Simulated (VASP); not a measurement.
# KCaCl3 (P4/mmm) in VASP: notebook

The runs below take KCaCl3 through single point, with LDA.

All numbers are computed with VASP 6.6.1; they aren't measurements. Logs are shortened: lines on timing, memory, paths and dates and some standing lists are left out, and cuts for length are marked.

## Step 1: The cell of the first run

The structure is tetragonal, space group P4/mmm (No. 123). The conventional cell has a = 5.546 Å, b = 5.546 Å, c = 5.102 Å, α = 90.00°, β = 90.00°, γ = 90.00°. Within 4.9 Å of K (site symmetry 4/mmm) lie 12 Cl at 3.77 to 3.92 Å and 8 Ca at 4.68 Å. Within 3.4 Å of Ca (site symmetry 4/mmm) lie 6 Cl at 2.55 to 2.77 Å. Cl (site symmetry mmm) has 2 Ca at 2.77 Å and 4 K at 3.77 Å and 8 Cl at 3.77 to 3.92 Å within 4.0 Å. Cl (site symmetry 4/mmm) has 2 Ca at 2.55 Å within 3.4 Å.

## Step 2: Single point, LDA

File INCAR:

```
SYSTEM = KCaCl3
PREC = Accurate
ENCUT = 520
EDIFF = 1E-6
ISMEAR = 0
SIGMA = 0.05
LREAL = .False.
LASPH = .True.
NELM = 100
ALGO = Normal
ISIF = 2
LWAVE = .False.
LCHARG = .False.
NBANDS = 28
```

File KPOINTS:

```
Automatic mesh
0
Gamma
  6 6 6
  0 0 0
```

File POSCAR:

```
KCaCl3
1.0
    5.5455325566      0.0000000000      0.0000000000
    0.0000000000      5.5455325566      0.0000000000
    0.0000000000      0.0000000000      5.1018899521
K Ca Cl
1 1 3
Direct
    0.0000000000      0.0000000000      0.0000000000
    0.5000000000      0.5000000000      0.5000000000
    0.0000000000      0.5000000000      0.5000000000
    0.5000000000      0.0000000000      0.5000000000
    0.5000000000      0.5000000000      0.0000000000
```

Potentials or basis: VASP PAW LDA potentials, release 64 (K_sv, Ca_sv, Cl).

Launch:

```sh
$ cat potpaw_LDA.64/K_sv/POTCAR potpaw_LDA.64/Ca_sv/POTCAR potpaw_LDA.64/Cl/POTCAR > POTCAR
$ mpirun -np 1 vasp_std > vasp.out
```

OUTCAR:

```text
SYSTEM = KCaCl3
   PREC = Accurate
   ENCUT = 520
   EDIFF = 1E-6
   ISMEAR = 0
   LREAL = .False.
   LASPH = .True.
   NELM = 100
   ISIF = 2

 ion  position               nearest neighbor table
   1  0.000  0.000  0.000-
   2  0.500  0.500  0.500-   5 2.55   5 2.55   3 2.77   4 2.77   4 2.77   3 2.77
   3  0.000  0.500  0.500-   2 2.77   2 2.77
   4  0.500  0.000  0.500-   2 2.77   2 2.77
   5  0.500  0.500  0.000-   2 2.55   2 2.55

  LATTYP: Found a simple tetragonal cell.
 ALAT       =     5.5455325566
 C/A-ratio  =     0.9200000000

  Lattice vectors:

 A1 = (   5.5455325566,   0.0000000000,   0.0000000000)
 A2 = (   0.0000000000,   5.5455325566,   0.0000000000)
 A3 = (   0.0000000000,   0.0000000000,   5.1018899521)

Analysis of symmetry for initial positions (statically):
=====================================================================
 Subroutine PRICEL returns:
 Original cell was already a primitive cell.

 Routine SETGRP: Setting up the symmetry group for a
 simple tetragonal supercell.

 Subroutine GETGRP returns: Found 16 space group operations
 (whereof 16 operations were pure point group operations)
 out of a pool of 16 trial point group operations.

The static configuration has the point symmetry D_4h.

Analysis of symmetry for dynamics (positions and initial velocities):
=====================================================================
 Subroutine PRICEL returns:
 Original cell was already a primitive cell.

 Routine SETGRP: Setting up the symmetry group for a
 simple tetragonal supercell.

 Subroutine GETGRP returns: Found 16 space group operations
 (whereof 16 operations were pure point group operations)
 out of a pool of 16 trial point group operations.

The dynamic configuration has the point symmetry D_4h.

 Subroutine INISYM returns: Found 16 space group operations
 (whereof 16 operations are pure point group operations),
 and found     1 'primitive' translations

----------------------------------------------------------------------------------------

                                     Primitive cell

  volume of cell :     156.8981

  direct lattice vectors                    reciprocal lattice vectors
     5.545532557  0.000000000  0.000000000     0.180325332  0.000000000  0.000000000
     0.000000000  5.545532557  0.000000000     0.000000000  0.180325332  0.000000000
     0.000000000  0.000000000  5.101889952     0.000000000  0.000000000  0.196005796

  length of vectors
     5.545532557  5.545532557  5.101889952     0.180325332  0.180325332  0.196005796

  position of ions in fractional coordinates (direct lattice)
     0.000000000  0.000000000  0.000000000
     0.500000000  0.500000000  0.500000000
     0.000000000  0.500000000  0.500000000
     0.500000000  0.000000000  0.500000000
     0.500000000  0.500000000  0.000000000

  ion indices of the primitive-cell ions
   primitive index   ion index
                 1           1
                 2           2
                 3           3
                 4           4
                 5           5

----------------------------------------------------------------------------------------

 KPOINTS: Automatic mesh

Automatic generation of k-mesh.
 Grid dimensions read from file:
 generate k-points for:    6    6    6

 Generating k-lattice:

  Cartesian coordinates                     Fractional coordinates (reciprocal lattice)
     0.030054222  0.000000000  0.000000000     0.166666667  0.000000000  0.000000000
     0.000000000  0.030054222  0.000000000     0.000000000  0.166666667  0.000000000
     0.000000000  0.000000000  0.032667633     0.000000000  0.000000000  0.166666667

  Length of vectors
     0.030054222  0.030054222  0.032667633

  Shift w.r.t. Gamma in fractional coordinates (k-lattice)
     0.000000000  0.000000000  0.000000000

 Subroutine IBZKPT returns following result:
 ===========================================

 Found     40 irreducible k-points:

 Following reciprocal coordinates:
            Coordinates               Weight
  0.000000  0.000000  0.000000      1.000000
  0.166667  0.000000  0.000000      4.000000
  0.333333  0.000000  0.000000      4.000000
  0.500000  0.000000  0.000000      2.000000
  0.166667  0.166667  0.000000      4.000000
  0.333333  0.166667  0.000000      8.000000
[... 16 lines left out ...]
  0.333333  0.000000  0.333333      8.000000
  0.500000  0.000000  0.333333      4.000000
 [... further k-points ...]
   k-points           NKPTS =     40   k-points in BZ     NKDIM =     40   number of bands    NBANDS=     28
   number of dos      NEDOS =    301   number of ions     NIONS =      5
   total plane-waves  NPLWV =  70560
   dimension x,y,z NGX =    42 NGY =   42 NGZ =   40
   dimension x,y,z NGXF=    84 NGYF=   84 NGZF=   80
   ions per type =               1   1   3
   NGX,Y,Z   is equivalent  to a cutoff of  12.59, 12.59, 13.03 a.u.
   NGXF,Y,Z  is equivalent  to a cutoff of  25.18, 25.18, 26.07 a.u.
 SYSTEM =  KCaCl3
   PREC   = accura    normal or accurate (medium, high low for compatibility)
   ISTART =      0    job   : 0-new  1-cont  2-samecut
   ICHARG =      2    charge: 1-file 2-atom 10-const
   ISPIN  =      1    spin polarized calculation?
   LNONCOLLINEAR =      F non collinear calculations
   LSORBIT =      F    spin-orbit coupling
   LASPH  =      T    aspherical Exc in radial PAW
   ENCUT  =  520.0 eV  38.22 Ry    6.18 a.u.  10.31 10.31  9.49*2*pi/ulx,y,z
   NELM   =    100;   NELMIN=  2; NELMDL= -5     # of ELM steps
   EDIFF  = 0.1E-05   stopping-criterion for ELM
   LREAL  =      F    real-space projection
   EDIFFG = 0.1E-04   stopping-criterion for IOM
   NSW    =      0    number of steps for IOM
   IBRION =     -1    ionic relax: 0-MD 1-quasi-New 2-CG
   NFREE  =      0    steps in history (QN), initial steepest desc. (CG)
   ISIF   =      2    stress and relaxation
   ISYM   =      2    0-nonsym 1-usesym 2-fastsym
   POTIM  = 0.5000    time-step for ionic-motion
   TEBEG  =    0.0;   TEEND  =   0.0 temperature during run
   PSTRESS=    0.0 pullay stress
   NELECT =      40.0000    total number of electrons
   NUPDOWN=      -1.0000    fix difference up-down
   EMIN   =  10.00;   EMAX   =-10.00  energy-range for DOS
   EFERMI =   0.00;   METHOD = LEGACY
   ISMEAR =     0;   SIGMA  =   0.05  broadening in eV -4-tet -1-fermi 0-gaus
   EFERMI_NEDOS =   21; number of points for ismear=-14 and -15
   IALGO  =     38    algorithm
   IMIX   =      4    mixing-type and parameters
     AMIX     =   0.40;   BMIX     =  1.00
     AMIX_MAG =   1.60;   BMIX_MAG =  1.00
  volume/ion in A,a.u.               =      31.38       211.76
  Fermi-wavevector in a.u.,A,eV,Ry     =   1.038060  1.961648 14.661199  1.077568
  Thomas-Fermi vector in A             =   2.172526
   LORBIT       =      0    0 simple, 1 ext, 2 COOP (PROOUT), +10 PAW based schemes
   GGA     = CA    functional components
   LHFCALC =     F    Hartree Fock is set to
   AEXX    =    0.0000 exact exchange contribution
   IVDW    =     0    specifies the selected vdW correction
   LEPSILON=     F    determine dielectric tensor
   LRPA    =     F    only Hartree local field effects (RPA)
 non-spin polarized calculation
 Gauss-broadening in eV      SIGMA  =   0.05
  energy-cutoff  :      520.00
  volume of cell :      156.90
 maximum number of plane-waves:      4256
 NGX is ok and might be reduce to    42
   NGX = 21   NGY = 21   NGZ = 19

 number of electron      39.9999992 magnetization

 Free energy of the ion-electron system (eV)
  ---------------------------------------------------
  ext. energy  EPLUGINS =         0.00000000
  ---------------------------------------------------
  free energy    TOTEN  =       -20.99867155 eV

  energy without entropy =      -20.99867155  energy(sigma->0) =      -20.99867155

 E-fermi :  -1.0902     XC(G=0):  -8.0757

 val. band max:       -1.3324459826   @ k =   0.5000   0.5000   0.5000
 cond. band min:       2.9856394345   @ k =   0.0000   0.0000   0.0000
 fundamental gap:      4.3180854171
 Fermi energy:        -1.0901822862

 k-point     1 :       0.0000    0.0000    0.0000
  band No.  band energies     occupation
      1     -38.9540      2.00000
      2     -29.3281      2.00000
      3     -20.3728      2.00000
      4     -20.3029      2.00000
      5     -20.3029      2.00000
      6     -14.2172      2.00000
[... 20 lines left out ...]
     27       5.5803      0.00000
     28       5.6731      0.00000

 k-point     2 :       0.1667    0.0000    0.0000
  band No.  band energies     occupation
      1     -38.9540      2.00000
      2     -29.3281      2.00000
      3     -20.3727      2.00000
      4     -20.3095      2.00000
      5     -20.3028      2.00000
      6     -14.2057      2.00000
[... 20 lines left out ...]
     27       5.7100      0.00000
     28       5.8691      0.00000

 k-point     3 :       0.3333    0.0000    0.0000
  band No.  band energies     occupation
      1     -38.9539      2.00000
      2     -29.3280      2.00000
      3     -20.3726      2.00000
      4     -20.3226      2.00000
      5     -20.3026      2.00000
      6     -14.1856      2.00000
[... 20 lines left out ...]
     27       6.0677      0.00000
     28       6.1781      0.00000

 k-point     4 :       0.5000    0.0000    0.0000
  band No.  band energies     occupation
      1     -38.9539      2.00000
      2     -29.3280      2.00000
      3     -20.3725      2.00000
      4     -20.3291      2.00000
      5     -20.3026      2.00000
      6     -14.1769      2.00000
[... 578 lines left out ...]
     27       6.1945      0.00000
     28       6.5550      0.00000

 k-point    23 :       0.3333    0.0000    0.3333
  band No.  band energies     occupation
      1     -38.9534      2.00000
      2     -29.3277      2.00000
      3     -20.4362      2.00000
      4     -20.3218      2.00000
      5     -20.3019      2.00000
      6     -13.9308      2.00000
[... 20 lines left out ...]
     27       6.6166      0.00000
     28       7.0240      0.00000

 k-point    24 :       0.5000    0.0000    0.3333
  band No.  band energies     occupation
      1     -38.9534      2.00000
      2     -29.3277      2.00000
      3     -20.4361      2.00000
      4     -20.3283      2.00000
      5     -20.3018      2.00000
      6     -13.9190      2.00000
[... 20 lines left out ...]
     27       6.7588      0.00000
     28       7.0660      0.00000

 [... further k-points ...]

------------------------ aborting loop because EDIFF is reached ----------------------------------------

  FORCE on cell =-STRESS in cart. coord.  units (eV):
  Direction    XX          YY          ZZ          XY          YZ          ZX
  --------------------------------------------------------------------------------------
  -------------------------------------------------------------------------------------
  Total       -3.5289510     -3.5289510      0.5221053      0.0000000      0.0000000      0.0000000
  in kB      -36.0361683    -36.0361683      5.3315201      0.0000000      0.0000000      0.0000000
  external PRESSURE =     -22.2469388 kB  Pullay stress =       0.0000000 kB

 VOLUME and BASIS-vectors are now :
 -----------------------------------------------------------------------------
  energy-cutoff  :      520.00
  volume of cell :      156.90
      direct lattice vectors                 reciprocal lattice vectors
     5.545532557  0.000000000  0.000000000     0.180325332  0.000000000  0.000000000
     0.000000000  5.545532557  0.000000000     0.000000000  0.180325332  0.000000000
     0.000000000  0.000000000  5.101889952     0.000000000  0.000000000  0.196005796

 POSITION                                       TOTAL-FORCE (eV/Angst)
 -----------------------------------------------------------------------------------
      0.00000      0.00000      0.00000         0.000000      0.000000      0.000000
      2.77277      2.77277      2.55094         0.000000      0.000000      0.000000
      0.00000      2.77277      2.55094         0.000000      0.000000      0.000000
      2.77277      0.00000      2.55094         0.000000      0.000000      0.000000
      2.77277      2.77277      0.00000         0.000000      0.000000      0.000000
 -----------------------------------------------------------------------------------
    total drift:                                0.000000     -0.000000     -0.000000

  FREE ENERGIE OF THE ION-ELECTRON SYSTEM (eV)
  ---------------------------------------------------
  free  energy   TOTEN  =       -20.9986715541 eV

  energy  without entropy=      -20.9986715541  energy(sigma->0) =      -20.99867155
```

It took 1.9 min on 1 thread of Intel Xeon 6975P-C (Granite Rapids), shared host; peak memory 0.31 GiB.

Results:

```
Free energy            : -20.9987 eV
Pressure               : -2.2 GPa
Band gap on the k mesh : 4.32 eV (least direct gap 4.59 eV)
```

 A k mesh can miss the band edges.

(Part 1 of 3 ends here.)
